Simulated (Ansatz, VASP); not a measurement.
# Ge in VASP and in Ansatz

File INCAR:

```
  PREC = Accurate
  ENCUT = 520
  EDIFF = 1E-7
  ISMEAR = 0
  SIGMA = 0.05
  LREAL = F
  LASPH = T
  NELM = 60
  ALGO = Normal
  ISIF = 2
  LWAVE = F
  LCHARG = F
  GGA = PE
  NBANDS = 21
```

The input KPOINTS:

```
Automatic mesh
0
Gamma
  6 6 6
```

POSCAR

```
Ge
1.0
    0.0000000000      2.8836577630      2.8836577630
    2.8836577630      0.0000000000      2.8836577630
    2.8836577630      2.8836577630      0.0000000000
Ge
2
Direct
    0.5000000000      0.5000000000      0.5000000000
    0.7500000000      0.7500000000      0.7500000000
```

Input for Ansatz:

```yaml
crystal:
  lattice:
    - [0.0, 2.883657763, 2.883657763]
    - [2.883657763, 0.0, 2.883657763]
    - [2.883657763, 2.883657763, 0.0]
  atoms:
    - { symbol: Ge, position: [0.5, 0.5, 0.5] }
    - { symbol: Ge, position: [0.75, 0.75, 0.75] }
basis:
  ecutwfc: 420
  ecutrho_ratio: 4
kpoints:
  mp_grid: { grid: [6, 6, 6] }
hamiltonian:
  xc: pbe
scf:
  occupations: { method: gaussian, width: 0.05 }
output:
  forces: true
  stress: true
  eigenvalues: true
```

Alike in both runs: task single point; functional PBE; k mesh 6 × 6 × 6; occupations gaussian, width 0.05 eV; no spin polarisation.

```csv
,VASP,Ansatz
version,VASP 6.6.1,Ansatz 0.2.0
potentials or method,"VASP PAW PBE potentials, release 64 (Ge_d), cutoff 520 eV","scalar-relativistic, plane waves, PAW"
valence electrons in the cell,28,28
```

```csv
,VASP,Ansatz,Ansatz less VASP
pressure (GPa),-0.1,-0.1,+0.05
```

The functional is the same, so the differences come from potentials, cutoffs and numerics.
